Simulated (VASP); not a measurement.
Here is a VASP 6.6.1 calculation.

File INCAR:

```
SYSTEM = Ti
ALGO = Normal ; EDIFF = 1E-8
ENCUT = 520 ; GGA = PE
ISIF = 2 ; ISMEAR = -1
LASPH = .True. ; LCHARG = .False.
LEFG = .True. ; LREAL = .False.
LWAVE = .False. ; NBANDS = 12
NELM = 60 ; PREC = Accurate
SIGMA = 0.05
```

KPOINTS

```
k-points
0
Gamma
  14 14 14
  0 0 0
```

File POSCAR:

```
Ti
1.0
   -1.6410000000      1.6410000000      1.6574100000
    1.6410000000     -1.6410000000      1.6574100000
    1.6410000000      1.6410000000     -1.6574100000
Ti
1
Direct
    0.0000000000      0.0000000000      0.0000000000
```

Potentials or basis: VASP PAW PBE potentials, release 64 (Ti_sv).

The run is started by

```bash
$ cat potpaw_PBE.64/Ti_sv/POTCAR > POTCAR
$ mpirun -np 1 vasp_std > vasp.out
```

Question: Predict the pressure.

Answer: -3.6 GPa.

Question: Estimate the band gap on the k mesh.

Answer: Zero (band 6 reaches 8.74 eV, above the bottom of band 7 at 7.17 eV).

Stress tensor (GPa, compression positive):
```
-3.65  0.00  0.00
 0.00 -3.65  0.00
 0.00  0.00 -3.38
```

Caveat: the cell differs from its parent crystal (zz strain of +1 %); without QUAD_EFG the Cq values of the log hold for a quadrupole moment of 1 mb, not for the nuclei.
